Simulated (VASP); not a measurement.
# BaMoC2 (P4/mmm) in VASP: a series of runs

Runs on BaMoC2. Level: PBE. Tasks: single point, relaxation of cell and atoms.

Everything below comes from runs of VASP 6.6.1. Logs are shortened: lines on timing, memory, paths and dates and some standing lists are left out, and cuts for length are marked.

## (1) The cell of the first run

The structure is tetragonal, space group P4/mmm (No. 123). Conventional cell: a = 4.110 Å, b = 4.110 Å, c = 5.705 Å, α = 90.00°, β = 90.00°, γ = 90.00°. Within 3.8 Å of Ba (site symmetry 4/mmm) lie 2 Mo at 2.85 Å and 8 C at 3.52 Å. Mo (site symmetry 4/mmm) has 4 C at 2.06 Å within 2.7 Å. C (site symmetry mmm) has 2 Mo at 2.06 Å within 2.7 Å.

The cell was generated, and may not be a known phase.

## (2) Single point, PBE, collinear spin

INCAR reads:

```
SYSTEM = BaMoC2
ALGO     = Normal         ! electronic algorithm
EDIFF    = 1E-7           ! SCF threshold, eV
ENCUT    = 520            ! plane-wave cutoff, eV
GGA      = PE             ! functional
ISIF     = 2              ! what is computed and relaxed
ISMEAR   = 0              ! smearing method
ISPIN    = 2              ! spin polarisation
LASPH    = .True.         ! aspherical terms in the spheres
LCHARG   = .True.         ! write CHGCAR
LELF     = .True.         ! ELF
LMAXMIX  = 4              ! l up to which the mixer works
LORBIT   = 11             ! projections on sites
LREAL    = .False.        ! projectors in reciprocal space
LVHAR    = .True.       
LWAVE    = .False.        ! write WAVECAR
MAGMOM   = 0 1 0 0        ! initial moments
NBANDS   = 28             ! bands
NELM     = 150            ! most SCF steps
PREC     = Accurate       ! precision mode
SIGMA    = 0.1            ! smearing width, eV
```

KPOINTS reads:

```
k-points
0
Gamma
  4 4 4
  0 0 0
```

POSCAR reads:

```
BaMoC2
1.0
    4.1102258396      0.0000000000      0.0000000000
    0.0000000000      4.1102258396      0.0000000000
    0.0000000000      0.0000000000      5.7052608463
Ba Mo C
1 1 2
Direct
    0.5000000000      0.5000000000      0.0000000000
    0.5000000000      0.5000000000      0.5000000000
    0.0000000000      0.5000000000      0.5000000000
    0.5000000000      0.0000000000      0.5000000000
```

Potentials or basis: VASP PAW PBE potentials, release 64 (Ba_sv, Mo_sv, C).

Launch:

```
$ cat potpaw_PBE.64/Ba_sv/POTCAR potpaw_PBE.64/Mo_sv/POTCAR potpaw_PBE.64/C/POTCAR > POTCAR
$ mpirun -np 1 vasp_std > vasp.out
```

OUTCAR:

```text
SYSTEM = BaMoC2
   EDIFF = 1E-7
   ENCUT = 520
   GGA = PE
   ISIF = 2
   ISMEAR = 0
   ISPIN = 2
   LASPH = .True.
   LORBIT = 11
   LREAL = .False.
   NELM = 150
   PREC = Accurate

 ion  position               nearest neighbor table
   1  0.500  0.500  0.000-   2 2.85   2 2.85
   2  0.500  0.500  0.500-   3 2.06   4 2.06   4 2.06   3 2.06   1 2.85   1 2.85
   3  0.000  0.500  0.500-   2 2.06   2 2.06
   4  0.500  0.000  0.500-   2 2.06   2 2.06

  LATTYP: Found a simple tetragonal cell.
 ALAT       =     4.1102258396
 C/A-ratio  =     1.3880650526

  Lattice vectors:

 A1 = (   4.1102258396,   0.0000000000,   0.0000000000)
 A2 = (   0.0000000000,   4.1102258396,   0.0000000000)
 A3 = (   0.0000000000,   0.0000000000,   5.7052608463)

Analysis of symmetry for initial positions (statically):
=====================================================================
 Subroutine PRICEL returns:
 Original cell was already a primitive cell.

 Routine SETGRP: Setting up the symmetry group for a
 simple tetragonal supercell.

 Subroutine GETGRP returns: Found 16 space group operations
 (whereof 16 operations were pure point group operations)
 out of a pool of 16 trial point group operations.

The static configuration has the point symmetry D_4h.

Analysis of symmetry for dynamics (positions and initial velocities):
=====================================================================
 Subroutine PRICEL returns:
 Original cell was already a primitive cell.

 Routine SETGRP: Setting up the symmetry group for a
 simple tetragonal supercell.

 Subroutine GETGRP returns: Found 16 space group operations
 (whereof 16 operations were pure point group operations)
 out of a pool of 16 trial point group operations.

The dynamic configuration has the point symmetry D_4h.

Analysis of structural, dynamic, and magnetic symmetry:
=====================================================================
 Subroutine PRICEL returns:
 Original cell was already a primitive cell.

 Routine SETGRP: Setting up the symmetry group for a
 simple tetragonal supercell.

 Subroutine GETGRP returns: Found 16 space group operations
 (whereof 16 operations were pure point group operations)
 out of a pool of 16 trial point group operations.

The overall configuration has the point symmetry D_4h.

 Subroutine INISYM returns: Found 16 space group operations
 (whereof 16 operations are pure point group operations),
[... 117 lines left out ...]
   LORBIT       =     11    0 simple, 1 ext, 2 COOP (PROOUT), +10 PAW based schemes
   GGA     = PE    functional components
   LHFCALC =     F    Hartree Fock is set to
   AEXX    =    0.0000 exact exchange contribution
   IVDW    =     0    specifies the selected vdW correction
   LEPSILON=     F    determine dielectric tensor
   LRPA    =     F    only Hartree local field effects (RPA)
 spin polarized calculation
 Gauss-broadening in eV      SIGMA  =   0.10
  energy-cutoff  :      520.00
  volume of cell :       96.38
 maximum number of plane-waves:      2624
 NGX is ok and might be reduce to    32
   NGX = 15   NGY = 15   NGZ = 21

 number of electron      31.9999997 magnetization       0.0116713

 Free energy of the ion-electron system (eV)
  ---------------------------------------------------
  ext. energy  EPLUGINS =         0.00000000
  ---------------------------------------------------
  free energy    TOTEN  =       -25.36437306 eV

  energy without entropy =      -25.34535041  energy(sigma->0) =      -25.35486174

 E-fermi :   3.4512     XC(G=0):  -8.8299

 val. band max:        3.4351376528   @ k =   0.0000   0.0000   0.5000
 cond. band min:       3.4636319494   @ k =   0.2500   0.0000   0.5000
 fundamental gap:      0.0284942967
 Fermi energy:         3.4511884558

 spin component 1

 k-point     1 :       0.0000    0.0000    0.0000
  band No.  band energies     occupation
      1     -56.9097      1.00000
      2     -31.1563      1.00000
      3     -31.1563      1.00000
      4     -31.0429      1.00000
      5     -25.0398      1.00000
      6     -10.1680      1.00000
[... 547 lines left out ...]
     27      10.4359      0.00000
     28      11.3732      0.00000
 Fermi energy:         3.4511884558

 spin component 2

 k-point     1 :       0.0000    0.0000    0.0000
  band No.  band energies     occupation
      1     -56.9053      1.00000
      2     -31.1516      1.00000
      3     -31.1516      1.00000
      4     -31.0376      1.00000
      5     -25.0399      1.00000
      6     -10.1681      1.00000
[... 547 lines left out ...]
     27      10.4357      0.00000
     28      11.3736      0.00000

------------------------ aborting loop because EDIFF is reached ----------------------------------------

  FORCE on cell =-STRESS in cart. coord.  units (eV):
  Direction    XX          YY          ZZ          XY          YZ          ZX
  --------------------------------------------------------------------------------------
  -------------------------------------------------------------------------------------
  Total       -0.2519535     -0.2519535      0.3905874      0.0000000      0.0000000      0.0000000
  in kB       -4.1881675     -4.1881675      6.4926488      0.0000000      0.0000000      0.0000000
  external PRESSURE =      -0.6278954 kB  Pullay stress =       0.0000000 kB

 VOLUME and BASIS-vectors are now :
 -----------------------------------------------------------------------------
  energy-cutoff  :      520.00
  volume of cell :       96.38
      direct lattice vectors                 reciprocal lattice vectors
     4.110225840  0.000000000  0.000000000     0.243295634  0.000000000  0.000000000
     0.000000000  4.110225840  0.000000000     0.000000000  0.243295634  0.000000000
     0.000000000  0.000000000  5.705260846     0.000000000  0.000000000  0.175276824

 POSITION                                       TOTAL-FORCE (eV/Angst)
 -----------------------------------------------------------------------------------
      2.05511      2.05511      0.00000         0.000000      0.000000      0.000000
      2.05511      2.05511      2.85263         0.000000      0.000000      0.000000
      0.00000      2.05511      2.85263         0.000000      0.000000      0.000000
      2.05511      0.00000      2.85263         0.000000      0.000000      0.000000
 -----------------------------------------------------------------------------------
    total drift:                                0.000000     -0.000000     -0.000000

  FREE ENERGIE OF THE ION-ELECTRON SYSTEM (eV)
  ---------------------------------------------------
  free  energy   TOTEN  =       -25.3643730647 eV

  energy  without entropy=      -25.3453504108  energy(sigma->0) =      -25.35486174

 total charge

# of ion       s       p       d       tot
------------------------------------------
    1        2.032   5.520   0.591   8.143
    2        2.411   6.241   4.109  12.762
    3        0.954   1.260   0.000   2.213
    4        0.954   1.260   0.000   2.213
--------------------------------------------------
tot          6.351  14.280   4.701  25.332

 magnetization (x)

# of ion       s       p       d       tot
------------------------------------------
    1       -0.000   0.000  -0.000  -0.000
    2        0.000   0.001   0.006   0.007
    3        0.000   0.001   0.000   0.001
    4        0.000   0.001   0.000   0.001
--------------------------------------------------
tot          0.000   0.003   0.006   0.009
```

OSZICAR:

```text
N       E                     dE             d eps       ncg     rms          rms(c)
DAV:   1     0.216435447329E+03    0.21644E+03   -0.16396E+04  2192   0.102E+03
DAV:   2    -0.169449115235E+02   -0.23338E+03   -0.22023E+03  2560   0.265E+02
DAV:   3    -0.283933859497E+02   -0.11448E+02   -0.11193E+02  2676   0.540E+01
[... 12 lines left out ...]
DAV:  16    -0.253643711030E+02   -0.88459E-05   -0.11118E-05  2216   0.133E-02    0.475E-03
DAV:  17    -0.253643726224E+02   -0.15194E-05   -0.32107E-06  2308   0.791E-03    0.225E-03
DAV:  18    -0.253643728232E+02   -0.20086E-06   -0.31207E-07  2160   0.291E-03    0.139E-03
DAV:  19    -0.253643730017E+02   -0.17853E-06   -0.20331E-07  1928   0.254E-03    0.906E-04
DAV:  20    -0.253643730647E+02   -0.62969E-07   -0.49709E-08  1308   0.136E-03
   1 F= -.25364373E+02 E0= -.25354862E+02  d E =-.190227E-01  mag=     0.0118
```

Wall time 75 s (1 thread of Intel Xeon Platinum 8488C (Sapphire Rapids), shared host); peak memory 0.28 GiB.

Results:

* Free energy: -25.3644 eV
* Pressure: -0.1 GPa
* Band gap on the k mesh: zero (filled and empty bands overlap)
* Net moment: 0.01 μB per cell
* Valence electrons inside the program's atomic spheres: Ba 8.14; Mo 12.76; C 2.21

Stress tensor (GPa, compression positive):
```
-0.42  0.00  0.00
 0.00 -0.42  0.00
 0.00  0.00  0.65
```

Caveat: the k points lie up to 0.38 Å⁻¹ apart, too coarse for converged energies and pressures of a metal; spin-orbit coupling is left out, which moves the levels of the heavy elements.

[end of part 1 of 2]

The gap in the log of VASP goes by the Fermi energy; the results here count the filled bands.